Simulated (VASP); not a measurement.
Input of a VASP 6.6.1 run:

File INCAR:

```
ALGO = Normal ; EDIFF = 1E-7
ENCUT = 520 ; GGA = PE
ISIF = 2 ; ISMEAR = -1
LASPH = T ; LCHARG = F
LREAL = F ; LWAVE = F
NBANDS = 8 ; NELM = 80
PREC = Accurate ; SIGMA = 0.05
```

Contents of KPOINTS:

```
k-points
0
Gamma
  16 16 16
```

POSCAR

```
Li
1.0
    0.0000000000      2.2460400000      2.2020000000
    2.2460400000      0.0000000000      2.2020000000
    2.2460400000      2.2460400000      0.0000000000
Li
1
Direct
    0.0000000000      0.0000000000      0.0000000000
```

Potentials or basis: VASP PAW PBE potentials, release 64 (Li_sv).

Command:

```sh
$ cat potpaw_PBE.64/Li_sv/POTCAR > POTCAR
$ mpirun -np 1 vasp_std > vasp.out
```

**Question.** What does it give for the band gap on the k mesh?

**Answer.** Zero (an odd number of electrons rules out a gap without spin polarisation).

Caveat: the cell differs from its parent crystal (x and y stretched by +2 %, z held).
